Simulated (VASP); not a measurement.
# MgI2 (P-3m1) in VASP: notebook, part 2 of 2

VASP 6.6.1. Earlier steps stand in the parts before.

## 3. Single point, r2SCAN

Input file POSCAR:

```
MgI2
1.0
    4.1566377674      0.0000000000      0.0000000000
   -2.0783188837      3.5997539009      0.0000000000
    0.0000000000      0.0000000000      6.8756118848
Mg I
1 2
Direct
    0.0000000000      0.0000000000      0.0000000000
    0.3333333333      0.6666666667      0.2425739818
    0.6666666667      0.3333333333      0.7574260182
```

Input file INCAR.step1:

```
PREC     = Accurate       # precision mode
ENCUT    = 520            # plane-wave cutoff, eV
ISMEAR   = 0              # smearing method
SIGMA    = 0.01           # smearing width, eV
LREAL    = False          # projectors in reciprocal space
LASPH    = True           # aspherical terms in the spheres
NELM     = 60             # most SCF steps
NBANDS   = 15             # bands
GGA      = PE             # functional
ALGO     = Normal         # electronic algorithm
EDIFF    = 1E-4           # SCF threshold, eV
LWAVE    = True           # write WAVECAR
LCHARG   = False          # write CHGCAR
```

Input file INCAR.step2:

```
PREC     = Accurate       # precision mode
ENCUT    = 520            # plane-wave cutoff, eV
EDIFF    = 1E-6           # SCF threshold, eV
ISMEAR   = 0              # smearing method
SIGMA    = 0.01           # smearing width, eV
LREAL    = False          # projectors in reciprocal space
LASPH    = True           # aspherical terms in the spheres
NELM     = 60             # most SCF steps
ALGO     = Normal         # electronic algorithm
ISIF     = 2              # what is computed and relaxed
LWAVE    = False          # write WAVECAR
LCHARG   = False          # write CHGCAR
METAGGA  = R2SCAN         # meta-GGA
LMIXTAU  = True         
NBANDS   = 15             # bands
ISTART   = 1
```

Input file KPOINTS:

```
Automatic mesh
0
Gamma
  6 6 4
```

Potentials or basis: VASP PAW PBE potentials, release 64 (Mg, I).

The run is started by

```bash
$ cat potpaw_PBE.64/Mg/POTCAR potpaw_PBE.64/I/POTCAR > POTCAR
$ cp INCAR.step1 INCAR
$ mpirun -np 1 vasp_std > vasp.out
$ cp INCAR.step2 INCAR
$ mpirun -np 1 vasp_std > vasp.out
```

Wall time 2.1 min (1 thread of Intel Xeon Platinum 8375C at 2.90GHz (Ice Lake), shared host); peak memory 0.25 GiB.

It converged, with:

| Quantity | Value |
| --- | --- |
| Free energy | -56.9253 eV |
| Pressure | 0.5 GPa |
| Largest force | 0.044 eV/Å |
| Band gap on the k mesh | 4.10 eV (least direct gap 4.48 eV) |

Forces on the atoms (eV/Å):
```
Mg   0.000  0.000  0.000
I    0.000  0.000 -0.044
I    0.000  0.000  0.044
```

Levels at points of the mesh, in eV from the valence-band top:
```tsv
k point	band 5	band 6	band 7	band 8	band 9	band 10	band 11	band 12
(0.00, 0.00, 0.00)	-0.49	-0.09	-0.09	0.00	4.48	5.42	7.29	7.29
(0.50, 0.00, 0.00)	-1.90	-1.43	-0.92	-0.48	4.20	5.96	6.01	7.53
(0.00, 0.00, 0.50)	-0.39	-0.39	-0.19	-0.19	5.41	5.53	7.09	7.09
(0.50, 0.00, 0.50)	-1.25	-1.14	-0.82	-0.73	4.13	5.77	6.23	6.62
```

Caveat: the PAW data sets were made with another functional, which shifts forces and pressure a little; spin-orbit coupling is left out, which moves the levels of the heavy elements.

## 4. Single point, HSE06

POSCAR is that of step 3.

Input file INCAR.step1:

```
SYSTEM = MgI2
PREC     = Accurate       ! precision mode
ENCUT    = 520            ! plane-wave cutoff, eV
EDIFF    = 1E-5           ! SCF threshold, eV
ISMEAR   = 0              ! smearing method
SIGMA    = 0.01           ! smearing width, eV
LREAL    = .False.        ! projectors in reciprocal space
LASPH    = .True.         ! aspherical terms in the spheres
NELM     = 80             ! most SCF steps
ALGO     = Normal         ! electronic algorithm
ISIF     = 2              ! what is computed and relaxed
LWAVE    = .True.         ! write WAVECAR
LCHARG   = .False.        ! write CHGCAR
NBANDS   = 15             ! bands
GGA      = PE             ! functional
```

Input file INCAR.step2:

```
SYSTEM = MgI2
PREC     = Accurate       ! precision mode
ENCUT    = 520            ! plane-wave cutoff, eV
EDIFF    = 1E-7           ! SCF threshold, eV
ISMEAR   = 0              ! smearing method
SIGMA    = 0.01           ! smearing width, eV
LREAL    = .False.        ! projectors in reciprocal space
LASPH    = .True.         ! aspherical terms in the spheres
NELM     = 80             ! most SCF steps
ALGO     = Normal         ! electronic algorithm
ISIF     = 2              ! what is computed and relaxed
LWAVE    = .False.        ! write WAVECAR
LCHARG   = .False.        ! write CHGCAR
GGA      = PE             ! functional
LHFCALC  = .True.         ! exact exchange
HFSCREEN = 0.2079         ! screening, 1/A
PRECFOCK = Normal       
NBANDS   = 15             ! bands
ISTART   = 1
```

Input file KPOINTS:

```
regular mesh
0
Gamma
  6 6 2
  0 0 0
```

The run is started by

```bash
$ cat potpaw_PBE.64/Mg/POTCAR potpaw_PBE.64/I/POTCAR > POTCAR
$ cp INCAR.step1 INCAR
$ mpirun -np 1 vasp_std > vasp.out
$ cp INCAR.step2 INCAR
$ mpirun -np 1 vasp_std > vasp.out
```

It took 20 min on 1 thread of Intel Xeon Platinum 8375C at 2.90GHz (Ice Lake), shared host; peak memory 0.35 GiB.

It converged, with:

```yaml
Free_energy: -9.1896 eV
Pressure: 0.3 GPa
Largest_force: 0.127 eV/Å
Band_gap_on_the_k_mesh: 4.48 eV (least direct gap 4.67 eV)
```

Forces in eV/Å, atoms in the order of the input:
```
Mg   0.000  0.000  0.000
I    0.000  0.000 -0.127
I    0.000  0.000  0.127
```

Stress tensor (GPa, compression positive):
```
0.24 0.00 0.00
0.00 0.24 0.00
0.00 0.00 0.41
```

Levels at points of the mesh, in eV from the valence-band top:
| k point | band 5 | band 6 | band 7 | band 8 | band 9 | band 10 | band 11 | band 12 |
| --- | --- | --- | --- | --- | --- | --- | --- | --- |
| (0.00, 0.00, 0.00) | -0.49 | -0.08 | -0.08 | 0.00 | 4.67 | 5.73 | 7.77 | 7.77 |
| (0.50, 0.00, 0.00) | -2.01 | -1.49 | -0.96 | -0.49 | 4.56 | 6.31 | 6.45 | 8.02 |
| (0.00, 0.00, 0.50) | -0.38 | -0.38 | -0.19 | -0.19 | 5.66 | 5.82 | 7.57 | 7.57 |
| (0.50, 0.00, 0.50) | -1.31 | -1.21 | -0.86 | -0.74 | 4.48 | 6.16 | 6.64 | 7.07 |

Caveat: the k points lie up to 0.46 Å⁻¹ apart; the PAW data sets were made with another functional, which shifts forces and pressure a little; spin-orbit coupling is left out, which moves the levels of the heavy elements; this functional lacks dispersion, which binds layers or chains, so the pressure and a relaxed spacing across them are unreliable. A k mesh can miss the band edges.

## 5. Single point, PBE-based screened hybrid with 40 % exact exchange

POSCAR is that of step 4.

Input file INCAR.step1:

```
SYSTEM = MgI2
ALGO     = Normal         ! electronic algorithm
EDIFF    = 1E-5           ! SCF threshold, eV
ENCUT    = 520            ! plane-wave cutoff, eV
GGA      = PE             ! functional
ISIF     = 2              ! what is computed and relaxed
ISMEAR   = 0              ! smearing method
LASPH    = .TRUE.         ! aspherical terms in the spheres
LCHARG   = .FALSE.        ! write CHGCAR
LREAL    = .FALSE.        ! projectors in reciprocal space
LWAVE    = .TRUE.         ! write WAVECAR
NBANDS   = 15             ! bands
NELM     = 80             ! most SCF steps
PREC     = Accurate       ! precision mode
SIGMA    = 0.01           ! smearing width, eV
```

Input file INCAR.step2:

```
SYSTEM = MgI2
AEXX     = 0.4            ! exact-exchange fraction
ALGO     = Normal         ! electronic algorithm
EDIFF    = 1E-6           ! SCF threshold, eV
ENCUT    = 520            ! plane-wave cutoff, eV
GGA      = PE             ! functional
HFSCREEN = 0.2078         ! screening, 1/A
ISIF     = 2              ! what is computed and relaxed
ISMEAR   = 0              ! smearing method
ISTART   = 1            
LASPH    = .TRUE.         ! aspherical terms in the spheres
LCHARG   = .FALSE.        ! write CHGCAR
LHFCALC  = .TRUE.         ! exact exchange
LREAL    = .FALSE.        ! projectors in reciprocal space
LWAVE    = .FALSE.        ! write WAVECAR
NBANDS   = 15             ! bands
NELM     = 80             ! most SCF steps
PREC     = Accurate       ! precision mode
PRECFOCK = Normal       
SIGMA    = 0.01           ! smearing width, eV
```

Input file KPOINTS:

```
k-points
0
G
  6 6 2
  0 0 0
```

The run is started by

```bash
$ cat potpaw_PBE.64/Mg/POTCAR potpaw_PBE.64/I/POTCAR > POTCAR
$ cp INCAR.step1 INCAR
$ mpirun -np 1 vasp_std > vasp.out
$ cp INCAR.step2 INCAR
$ mpirun -np 1 vasp_std > vasp.out
```

Wall time 20 min (1 thread of Intel Xeon Platinum 8375C at 2.90GHz (Ice Lake), shared host); peak memory 0.35 GiB.

Results (log left out):

* Free energy: -10.1561 eV
* Pressure: -0.2 GPa
* Largest force: 0.200 eV/Å
* Band gap on the k mesh: 5.07 eV (least direct gap 5.30 eV)

Forces in eV/Å, atoms in the order of the input:
```
Mg   0.000  0.000  0.000
I    0.000  0.000 -0.200
I    0.000  0.000  0.200
```

Stress tensor (GPa, compression positive):
```
-0.21  0.00  0.00
 0.00 -0.21  0.00
 0.00  0.00 -0.07
```

Levels at points of the mesh, in eV from the valence-band top:
| k point | band 4 | band 5 | band 6 | band 7 | band 8 | band 9 | band 10 | band 11 | band 12 | band 13 |
| --- | --- | --- | --- | --- | --- | --- | --- | --- | --- | --- |
| (0.00, 0.00, 0.00) | -0.50 | -0.50 | -0.07 | -0.07 | 0.00 | 5.30 | 6.32 | 8.44 | 8.44 | 9.19 |
| (0.50, 0.00, 0.00) | -3.16 | -2.08 | -1.55 | -0.98 | -0.50 | 5.15 | 6.92 | 7.04 | 8.68 | 9.84 |
| (0.00, 0.00, 0.50) | -1.58 | -0.39 | -0.39 | -0.19 | -0.19 | 6.31 | 6.43 | 8.23 | 8.23 | 9.54 |
| (0.50, 0.00, 0.50) | -3.60 | -1.36 | -1.26 | -0.89 | -0.76 | 5.07 | 6.75 | 7.24 | 7.69 | 9.57 |

Caveat: the k points lie up to 0.46 Å⁻¹ apart; the PAW data sets were made with another functional, which shifts forces and pressure a little; spin-orbit coupling is left out, which moves the levels of the heavy elements.

## 6. Overview

```csv
level,k mesh,grid for exact exchange (PRECFOCK),share of exact exchange,screening parameter,gap on the mesh (eV),pressure (GPa),largest force (eV/Å)
r2SCAN,3 × 3 × 3,-,-,-,4.37,1.0,0.07
r2SCAN,6 × 6 × 4,-,-,-,4.10,0.5,0.04
HSE06,6 × 6 × 2,Normal,0.25,0.2079 1/Å,4.48,0.3,0.13
PBE-based screened hybrid with 40 % exact exchange,6 × 6 × 2,Normal,0.4,0.2078 1/Å,5.07,-0.2,0.20
```

Alike in all rows: task single point; potentials or basis VASP PAW PBE potentials, release 64 (Mg, I); no spin polarisation; cell as given; cutoff (eV) 520; smearing gaussian 0.01 eV.

Caveats: some runs use coarse meshes; the PAW data sets were made with another functional, which shifts forces and pressure a little; spin-orbit coupling is left out, which moves the levels of the heavy elements; this functional lacks dispersion, which binds layers or chains, so the pressure and a relaxed spacing across them are unreliable (at least some runs).

Total energies depend on the potentials used, so only differences within one code and one set of settings carry meaning.
